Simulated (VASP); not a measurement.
The system is CdSe (sol).

```
CELL_PARAMETERS angstrom
4.34609 0.00000 0.00000
-2.17304 3.76382 0.00000
0.00000 0.00000 7.08984
ATOMIC_POSITIONS crystal
Cd 0.66667 0.33333 0.49995
Cd 0.33333 0.66667 0.99995
Se 0.66667 0.33333 0.87591
Se 0.33333 0.66667 0.37591
```

- Program: VASP 6.6.1
- Task: relaxation of cell and atoms
- Functional: PBEsol
- Potentials or basis: VASP PAW PBE potentials, release 64 (Cd, Se)
- Cutoff: 600 eV
- k mesh: 9 × 9 × 6
- Occupations: gaussian, width 0.02 eV
- Spin: no spin polarisation

At the start: pressure -1.2 GPa; volume 28.99 Å³/atom.

Question: Where does the relaxation end?

Answer: Over 16 steps the energy falls by 2.7 meV/atom and the volume is 28.29 Å³/atom (-2.4 %); space group P6_3mc (No. 186, to 0.05 Å).

The path:
| step | energy change (eV) | largest force (eV/Å) | pressure (GPa) | volume (Å³) |
| --- | --- | --- | --- | --- |
| 1 | 0.0000 | 0.0022 | -1.20 | 115.97 |
| 2 | -0.0099 | 0.0046 | 0.39 | 112.36 |
| 3 | -0.0108 | 0.0039 | 0.00 | 113.17 |
| 4 | -0.0108 | 0.0039 | 0.00 | 113.11 |
| 5 | -0.0108 | 0.0018 | 0.03 | 113.11 |
| 6 | -0.0108 | 0.0005 | 0.02 | 113.11 |
| 7 | -0.0108 | 0.0034 | 0.02 | 113.11 |
| 8 | -0.0108 | 0.0007 | 0.03 | 113.11 |
| 9 | -0.0108 | 0.0018 | 0.03 | 113.12 |
| 10 | -0.0108 | 0.0026 | 0.02 | 113.13 |
| 11 | -0.0108 | 0.0043 | 0.00 | 113.16 |
| 12 | -0.0108 | 0.0030 | 0.00 | 113.15 |
| 13 | -0.0108 | 0.0023 | 0.01 | 113.14 |
| 14 | -0.0108 | 0.0019 | 0.02 | 113.14 |
| 15 | -0.0108 | 0.0008 | 0.01 | 113.15 |
| 16 | -0.0108 | 0.0013 | 0.01 | 113.17 |

Final structure:
```
CELL_PARAMETERS angstrom
4.31009 0.00000 0.00000
-2.15504 3.73265 0.00000
0.00000 0.00000 7.03435
ATOMIC_POSITIONS crystal
Cd 0.66667 0.33333 0.50006
Cd 0.33333 0.66667 0.00006
Se 0.66667 0.33333 0.87580
Se 0.33333 0.66667 0.37580
```

Caveat: the PAW data sets were made with another functional, which shifts forces and pressure a little.
